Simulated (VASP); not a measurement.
# TiC (I4/mmm) in VASP: further runs

TiC is run at these levels: PBEsol; tasks: single point.

Everything below comes from runs of VASP 6.6.1. Logs are shortened: lines on timing, memory, paths and dates and some standing lists are left out, and cuts for length are marked.

## (1) The cell of the first run

Symmetry: I4/mmm, No. 139, tetragonal system. Conventional cell: a = 3.077 Å, b = 3.077 Å, c = 4.178 Å, α = 90.00°, β = 90.00°, γ = 90.00°. Within 2.8 Å of Ti (site symmetry 4/mmm) lie 6 C at 2.09 to 2.18 Å. Within 2.8 Å of C (site symmetry 4/mmm) lie 6 Ti at 2.09 to 2.18 Å.

## (2) Single point, PBEsol

INCAR

```
SYSTEM = TiC
PREC = Accurate ; ENCUT = 520
EDIFF = 1E-6 ; ISMEAR = 0
SIGMA = 0.15 ; LREAL = .FALSE.
LASPH = .TRUE. ; NELM = 100
ALGO = Normal ; ISIF = 2
LWAVE = .FALSE. ; LCHARG = .FALSE.
GGA = PS ; NBANDS = 15
```

KPOINTS

```
Automatic mesh
0
G
  26 26 26
  0 0 0
```

POSCAR

```
TiC
1.0
    0.0000000000      2.1760957726      2.0890519417
    2.1760957726      0.0000000000      2.0890519417
    2.1760957726      2.1760957726      0.0000000000
Ti C
1 1
Direct
    0.0000000000      0.0000000000      0.0000000000
    0.5000000000      0.5000000000      0.5000000000
```

Potentials or basis: VASP PAW PBE potentials, release 64 (Ti_sv, C).

Command:

```bash
cat potpaw_PBE.64/Ti_sv/POTCAR potpaw_PBE.64/C/POTCAR > POTCAR
mpirun -np 1 vasp_std > vasp.out
```

OUTCAR:

```text
SYSTEM = TiC
   PREC = Accurate
   ENCUT = 520
   EDIFF = 1E-6
   ISMEAR = 0
   LREAL = .FALSE.
   LASPH = .TRUE.
   NELM = 100
   ISIF = 2
   GGA = PS

 ion  position               nearest neighbor table
   1  0.000  0.000  0.000-   2 2.09   2 2.09   2 2.18   2 2.18   2 2.18   2 2.18
   2  0.500  0.500  0.500-   1 2.09   1 2.09   1 2.18   1 2.18   1 2.18   1 2.18

  LATTYP: Found a body centered tetragonal cell.
 ALAT       =     3.0774641546
 C/A-ratio  =     1.3576450199

  Lattice vectors:

 A1 = (   0.0000000000,  -2.1760957726,  -2.0890519417)
 A2 = (   0.0000000000,   2.1760957726,  -2.0890519417)
 A3 = (   2.1760957726,   0.0000000000,   2.0890519417)

Analysis of symmetry for initial positions (statically):
=====================================================================
 Subroutine PRICEL returns:
 Original cell was already a primitive cell.

 Routine SETGRP: Setting up the symmetry group for a
 body centered tetragonal supercell.

 Subroutine GETGRP returns: Found 16 space group operations
 (whereof 16 operations were pure point group operations)
 out of a pool of 16 trial point group operations.

The static configuration has the point symmetry D_4h.

Analysis of symmetry for dynamics (positions and initial velocities):
=====================================================================
 Subroutine PRICEL returns:
 Original cell was already a primitive cell.

 Routine SETGRP: Setting up the symmetry group for a
 body centered tetragonal supercell.

 Subroutine GETGRP returns: Found 16 space group operations
 (whereof 16 operations were pure point group operations)
 out of a pool of 16 trial point group operations.

The dynamic configuration has the point symmetry D_4h.

 Subroutine INISYM returns: Found 16 space group operations
 (whereof 16 operations are pure point group operations),
 and found     1 'primitive' translations

----------------------------------------------------------------------------------------

                                     Primitive cell

  volume of cell :      19.7850

  direct lattice vectors                    reciprocal lattice vectors
     0.000000000  2.176095773  2.089051942    -0.229769299  0.229769299  0.239343020
     2.176095773  0.000000000  2.089051942     0.229769299 -0.229769299  0.239343020
     2.176095773  2.176095773  0.000000000     0.229769299  0.229769299 -0.239343020

  length of vectors
     3.016542860  3.016542860  3.077464155     0.403575201  0.403575201  0.403575201

  position of ions in fractional coordinates (direct lattice)
     0.000000000  0.000000000  0.000000000
     0.500000000  0.500000000  0.500000000

  ion indices of the primitive-cell ions
   primitive index   ion index
                 1           1
                 2           2

----------------------------------------------------------------------------------------

 KPOINTS: Automatic mesh

Automatic generation of k-mesh.
 Grid dimensions read from file:
 generate k-points for:   26   26   26

 Generating k-lattice:

  Cartesian coordinates                     Fractional coordinates (reciprocal lattice)
    -0.008837281  0.008837281  0.009205501     0.038461538 -0.000000000  0.000000000
     0.008837281 -0.008837281  0.009205501    -0.000000000  0.038461538  0.000000000
     0.008837281  0.008837281 -0.009205501     0.000000000  0.000000000  0.038461538

  Length of vectors
     0.015522123  0.015522123  0.015522123

  Shift w.r.t. Gamma in fractional coordinates (k-lattice)
     0.000000000  0.000000000  0.000000000

 Subroutine IBZKPT returns following result:
 ===========================================

 Found   1330 irreducible k-points:

 Following reciprocal coordinates:
            Coordinates               Weight
  0.000000  0.000000  0.000000      1.000000
  0.038462  0.000000  0.000000      8.000000
  0.076923  0.000000  0.000000      8.000000
  0.115385  0.000000  0.000000      8.000000
  0.153846  0.000000  0.000000      8.000000
  0.192308 -0.000000  0.000000      8.000000
[... 16 lines left out ...]
  0.346154  0.038462  0.000000      8.000000
  0.384615  0.038462  0.000000      8.000000
 [... further k-points ...]
   k-points           NKPTS =   1330   k-points in BZ     NKDIM =   1330   number of bands    NBANDS=     15
   number of dos      NEDOS =    301   number of ions     NIONS =      2
   total plane-waves  NPLWV =  13824
   dimension x,y,z NGX =    24 NGY =   24 NGZ =   24
   dimension x,y,z NGXF=    48 NGYF=   48 NGZF=   48
   ions per type =               1   1
   NGX,Y,Z   is equivalent  to a cutoff of  13.23, 13.23, 12.96 a.u.
   NGXF,Y,Z  is equivalent  to a cutoff of  26.45, 26.45, 25.93 a.u.
 SYSTEM =  TiC
   PREC   = accura    normal or accurate (medium, high low for compatibility)
   ISTART =      0    job   : 0-new  1-cont  2-samecut
   ICHARG =      2    charge: 1-file 2-atom 10-const
   ISPIN  =      1    spin polarized calculation?
   LNONCOLLINEAR =      F non collinear calculations
   LSORBIT =      F    spin-orbit coupling
   LASPH  =      T    aspherical Exc in radial PAW
   ENCUT  =  520.0 eV  38.22 Ry    6.18 a.u.   5.61  5.61  5.72*2*pi/ulx,y,z
   NELM   =    100;   NELMIN=  2; NELMDL= -5     # of ELM steps
   EDIFF  = 0.1E-05   stopping-criterion for ELM
   LREAL  =      F    real-space projection
   EDIFFG = 0.1E-04   stopping-criterion for IOM
   NSW    =      0    number of steps for IOM
   IBRION =     -1    ionic relax: 0-MD 1-quasi-New 2-CG
   NFREE  =      0    steps in history (QN), initial steepest desc. (CG)
   ISIF   =      2    stress and relaxation
   ISYM   =      2    0-nonsym 1-usesym 2-fastsym
   POTIM  = 0.5000    time-step for ionic-motion
   TEBEG  =    0.0;   TEEND  =   0.0 temperature during run
   PSTRESS=    0.0 pullay stress
   NELECT =      16.0000    total number of electrons
   NUPDOWN=      -1.0000    fix difference up-down
   EMIN   =  10.00;   EMAX   =-10.00  energy-range for DOS
   EFERMI =   0.00;   METHOD = LEGACY
   ISMEAR =     0;   SIGMA  =   0.15  broadening in eV -4-tet -1-fermi 0-gaus
   EFERMI_NEDOS =   21; number of points for ismear=-14 and -15
   IALGO  =     38    algorithm
   IMIX   =      4    mixing-type and parameters
     AMIX     =   0.40;   BMIX     =  1.00
     AMIX_MAG =   1.60;   BMIX_MAG =  1.00
  volume/ion in A,a.u.               =       9.89        66.76
  Fermi-wavevector in a.u.,A,eV,Ry     =   1.525234  2.882274 31.651750  2.326338
  Thomas-Fermi vector in A             =   2.633432
   LORBIT       =      0    0 simple, 1 ext, 2 COOP (PROOUT), +10 PAW based schemes
   GGA     = PS    functional components
   LHFCALC =     F    Hartree Fock is set to
   AEXX    =    0.0000 exact exchange contribution
   IVDW    =     0    specifies the selected vdW correction
   LEPSILON=     F    determine dielectric tensor
   LRPA    =     F    only Hartree local field effects (RPA)
 non-spin polarized calculation
 Gauss-broadening in eV      SIGMA  =   0.15
  energy-cutoff  :      520.00
  volume of cell :       19.78
 maximum number of plane-waves:       549
   NGX = 11   NGY = 11   NGZ = 11

 number of electron      16.0000002 magnetization

 Free energy of the ion-electron system (eV)
  ---------------------------------------------------
  ext. energy  EPLUGINS =         0.00000000
  ---------------------------------------------------
  free energy    TOTEN  =       -19.77282142 eV

  energy without entropy =      -19.76958403  energy(sigma->0) =      -19.77120272

 E-fermi :   9.6179     XC(G=0): -12.9948

 val. band max:        9.6165443746   @ k =  -0.0769   0.0385   0.0000
 cond. band min:       9.6207852062   @ k =   0.5000  -0.0000   0.4615
 fundamental gap:      0.0042408316
 Fermi energy:         9.6179220647

 k-point     1 :       0.0000    0.0000    0.0000
  band No.  band energies     occupation
      1     -46.6304      2.00000
      2     -22.7583      2.00000
      3     -22.7583      2.00000
      4     -22.7143      2.00000
      5      -2.8761      2.00000
      6      10.1919      0.00000
      7      10.1919      0.00000
      8      10.5032      0.00000
      9      11.2426      0.00000
     10      11.2956      0.00000
     11      11.2956      0.00000
     12      11.4729      0.00000
     13      11.5129      0.00000
     14      20.5344      0.00000
     15      23.6670      0.00000

 k-point     2 :       0.0385    0.0000    0.0000
  band No.  band energies     occupation
      1     -46.6292      2.00000
      2     -22.7642      2.00000
      3     -22.7593      2.00000
      4     -22.7175      2.00000
      5      -2.8410      2.00000
      6      10.0500      0.00005
      7      10.1363      0.00000
      8      10.4042      0.00000
      9      10.7657      0.00000
     10      10.9073      0.00000
     11      11.4742      0.00000
     12      11.8807      0.00000
     13      12.1123      0.00000
     14      20.5954      0.00000
     15      23.6898      0.00000

 k-point     3 :       0.0769    0.0000    0.0000
  band No.  band energies     occupation
      1     -46.6256      2.00000
      2     -22.7842      2.00000
      3     -22.7624      2.00000
      4     -22.7240      2.00000
      5      -2.7364      2.00000
      6       9.6415      0.82405
      7       9.8261      0.04973
      8      10.0490      0.00005
      9      10.5838      0.00000
     10      10.7089      0.00000
     11      11.6843      0.00000
     12      12.5286      0.00000
     13      12.7878      0.00000
     14      20.7655      0.00000
     15      23.7417      0.00000
[... 343 lines left out ...]
 k-point    23 :       0.3462    0.0385    0.0000
  band No.  band energies     occupation
      1     -46.5657      2.00000
      2     -23.1694      2.00000
      3     -22.8191      2.00000
      4     -22.7569      2.00000
      5      -0.5699      2.00000
      6       5.3824      2.00000
      7       7.1119      2.00000
      8       7.1999      2.00000
      9      11.7646      0.00000
     10      12.1934      0.00000
     11      13.1487      0.00000
     12      16.3588      0.00000
     13      17.3306      0.00000
     14      19.8629      0.00000
     15      25.2069      0.00000

 k-point    24 :       0.3846    0.0385    0.0000
  band No.  band energies     occupation
      1     -46.5576      2.00000
      2     -23.2212      2.00000
      3     -22.8249      2.00000
      4     -22.7613      2.00000
      5      -0.1412      2.00000
      6       4.7955      2.00000
      7       6.9056      2.00000
      8       6.9689      2.00000
      9      12.0040      0.00000
     10      12.4295      0.00000
     11      13.3919      0.00000
     12      16.8213      0.00000
     13      17.7236      0.00000
     14      19.2803      0.00000
     15      25.3164      0.00000

 [... further k-points ...]

------------------------ aborting loop because EDIFF is reached ----------------------------------------

  FORCE on cell =-STRESS in cart. coord.  units (eV):
  Direction    XX          YY          ZZ          XY          YZ          ZX
  --------------------------------------------------------------------------------------
  -------------------------------------------------------------------------------------
  Total       -0.6541755     -0.6541755      1.6803179      0.0000000     -0.0000000      0.0000000
  in kB      -52.9748346    -52.9748346    136.0713792      0.0000000     -0.0000000      0.0000000
  external PRESSURE =      10.0405700 kB  Pullay stress =       0.0000000 kB

 VOLUME and BASIS-vectors are now :
 -----------------------------------------------------------------------------
  energy-cutoff  :      520.00
  volume of cell :       19.78
      direct lattice vectors                 reciprocal lattice vectors
     0.000000000  2.176095773  2.089051942    -0.229769299  0.229769299  0.239343020
     2.176095773  0.000000000  2.089051942     0.229769299 -0.229769299  0.239343020
     2.176095773  2.176095773  0.000000000     0.229769299  0.229769299 -0.239343020

 POSITION                                       TOTAL-FORCE (eV/Angst)
 -----------------------------------------------------------------------------------
      0.00000      0.00000      0.00000         0.000000      0.000000     -0.000000
      2.17610      2.17610      2.08905         0.000000      0.000000      0.000000
 -----------------------------------------------------------------------------------
    total drift:                                0.000000     -0.000000     -0.000000

  FREE ENERGIE OF THE ION-ELECTRON SYSTEM (eV)
  ---------------------------------------------------
  free  energy   TOTEN  =       -19.7728214166 eV

  energy  without entropy=      -19.7695840317  energy(sigma->0) =      -19.77120272
```

It took 7.1 min on 1 thread of Intel Xeon 8259CL, shared host; peak memory 0.49 GiB.

What came out:

| Property | Result |
| --- | --- |
| Free energy | -19.7728 eV |
| Pressure | 1.0 GPa |
| Band gap on the k mesh | zero (bands 8 and 9 overlap by 1.59 eV) |

Caveat: the PAW data sets were made with another functional, which shifts forces and pressure a little.

## (3) Single point, PBEsol

INCAR

```
PREC = Accurate
ENCUT = 520
EDIFF = 1E-6
ISMEAR = 0
SIGMA = 0.15
LREAL = False
LASPH = True
NELM = 80
ALGO = Normal
ISIF = 2
LWAVE = False
LCHARG = False
GGA = PS
NBANDS = 15
```

KPOINTS

```
Automatic mesh
0
Gamma
  26 26 26
```

POSCAR

```
TiC
1.0
    0.0000000000      2.1120554529      2.2176582255
    2.1120554529      0.0000000000      2.2176582255
    2.1120554529      2.1120554529      0.0000000000
Ti C
1 1
Direct
    0.0000000000      0.0000000000      0.0000000000
    0.5000000000      0.5000000000      0.5000000000
```

Potentials or basis: VASP PAW PBE potentials, release 64 (Ti_sv, C).

Command:

```bash
cat potpaw_PBE.64/Ti_sv/POTCAR potpaw_PBE.64/C/POTCAR > POTCAR
mpirun -np 1 vasp_std > vasp.out
```

Run time: 7.4 min. Hardware: 1 thread of Intel Xeon 8259CL, shared host; peak memory 0.49 GiB.

The run converged. Its results:

```yaml
Free_energy: -19.7634 eV
Pressure: 1.3 GPa
Band_gap_on_the_k_mesh: zero (bands 8 and 9 overlap by 1.37 eV)
```

Stress tensor (GPa, compression positive):
```
  7.93   0.00   0.00
  0.00   7.93   0.00
  0.00   0.00 -11.82
```

Levels at points of the mesh, in eV from the Fermi level:
```csv
k point,band 6,band 7,band 8,band 9,band 10,band 11
"(0.00, 0.00, 0.00)",0.43,0.81,0.81,1.54,1.60,1.80
"(0.50, 0.00, 0.00)",-6.00,-3.05,-2.96,2.93,3.14,4.30
"(0.50, 0.50, 0.00)",-3.80,-1.70,0.25,0.25,2.83,3.63
"(0.50, 0.00, 0.50)",-3.27,-1.77,-0.13,-0.10,2.81,3.49
```

Caveat: the PAW data sets were made with another functional, which shifts forces and pressure a little.
